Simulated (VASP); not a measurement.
Input of a VASP 6.6.1 run:

The input POSCAR:

```
NbRu
1.0
    3.2636000000      0.0000000000      0.0000000000
    0.0000000000      3.2636000000      0.0000000000
    0.0000000000      0.0000000000      3.0248000000
Nb Ru
1 1
Direct
    0.0000000000      0.0000000000      0.0000000000
    0.5000000000      0.5000000000      0.5000000000
```

The input INCAR.step1:

```
SYSTEM = NbRu
  ALGO = Normal
  EDIFF = 1E-4
  ENCUT = 520
  GGA = PE
  ISMEAR = 0
  LASPH = .TRUE.
  LCHARG = .FALSE.
  LREAL = .FALSE.
  LWAVE = .TRUE.
  NBANDS = 20
  NELM = 60
  PREC = Accurate
  SIGMA = 0.15
```

Contents of INCAR.step2:

```
SYSTEM = NbRu
  ALGO = Normal
  EDIFF = 1E-6
  ENCUT = 520
  ISIF = 2
  ISMEAR = 0
  ISTART = 1
  LASPH = .TRUE.
  LCHARG = .TRUE.
  LELF = .TRUE.
  LMIXTAU = .TRUE.
  LREAL = .FALSE.
  LVHAR = .TRUE.
  LWAVE = .FALSE.
  METAGGA = R2SCAN
  NBANDS = 20
  NELM = 60
  PREC = Accurate
  SIGMA = 0.15
```

Contents of KPOINTS:

```
k-points
0
G
  16 16 16
  0 0 0
```

Potentials or basis: VASP PAW PBE potentials, release 64 (Nb_sv, Ru_pv).

Command:

```console
$ cat potpaw_PBE.64/Nb_sv/POTCAR potpaw_PBE.64/Ru_pv/POTCAR > POTCAR
$ cp INCAR.step1 INCAR
$ mpirun -np 1 vasp_std > vasp.out
$ cp INCAR.step2 INCAR
$ mpirun -np 1 vasp_std > vasp.out
```

(1) What does it give for the pressure?

Answers

(1) -4.7 GPa.

Caveat: the cell differs from its parent crystal (strain +0.025 along x and y, -0.050 along z); the PAW data sets were made with another functional, which shifts forces and pressure a little.
